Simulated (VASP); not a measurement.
Input of a VASP 6.6.1 run:

File INCAR:

```
PREC = Accurate ; ENCUT = 500
EDIFF = 1E-6 ; ISMEAR = 0
SIGMA = 0.1 ; LREAL = False
LASPH = True ; NELM = 120
ALGO = Normal ; ISIF = 2
LWAVE = False ; LCHARG = True
GGA = PE ; LELF = True
LVHAR = True ; ISYM = 0
NBANDS = 16 ; GGA_COMPAT = False
```

KPOINTS

```
Automatic mesh
0
Gamma
  2 2 2
  0.5 0.5 0
```

File POSCAR:

```
InAs
1.0
    0.0000000000      2.8773040000      2.8773040000
    2.8773040000      0.0000000000      2.8773040000
    2.8773040000      2.8773040000      0.0000000000
In As
1 1
Direct
    0.5000000000      0.5000000000      0.5000000000
    0.0000000000      0.0000000000      0.0000000000
```

Potentials or basis: VASP PAW PBE potentials, release 64 (In_d, As).

Launch:

```sh
$ cat potpaw_PBE.64/In_d/POTCAR potpaw_PBE.64/As/POTCAR > POTCAR
$ mpirun -np 1 vasp_std > vasp.out
```

(1) Predict the pressure.

(2) What does it give for the band gap on the k mesh?

Results:

(1) -1.7 GPa.

(2) 0.73 eV, indirect (least direct gap 1.96 eV).

Caveat: the k points lie up to 0.95 Å⁻¹ apart; spin-orbit coupling is left out, which moves the levels of the heavy elements.
